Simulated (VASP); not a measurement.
Al2O3, 10 atoms in the cell. The structure is trigonal, space group R-3c (No. 167). Conventional cell: a = 4.760 Å, b = 4.760 Å, c = 12.991 Å, α = 90.00°, β = 90.00°, γ = 120.00°. Within 2.5 Å of Al (site symmetry 3) lie 6 O at 1.86 to 1.97 Å. Within 2.5 Å of O (site symmetry 2) lie 4 Al at 1.86 to 1.97 Å.  This cell differs from its parent crystal: volume changed by -3%.

| Quantity | Value |
| --- | --- |
| Program | VASP 6.6.1 |
| Task | single point |
| Functional | PBE |
| Potentials or basis | VASP PAW PBE potentials, release 64 (Al, O) |
| Cutoff | 520 eV |
| k mesh | 6 × 6 × 6 |
| Occupations | gaussian, width 0.01 eV |
| Spin | no spin polarisation |
| Dipole correction | no |
| Further INCAR settings | ALGO = Normal; EDIFF = 1e-06; NBANDS = 35 |

Potentials or basis: VASP PAW PBE potentials, release 64 (Al, O).

Run with:

```sh
$ cat potpaw_PBE.64/Al/POTCAR potpaw_PBE.64/O/POTCAR > POTCAR
$ mpirun -np 1 vasp_std > vasp.out
```

Hardware: 1 thread of Intel Xeon 6975P-C (shared host).

Task: How long does it take, and how much memory?

Result: Run time: 100 s on 1 thread of Intel Xeon 6975P-C (shared host), peak memory 0.26 GiB. Counts: scf iterations 13, k points 32.
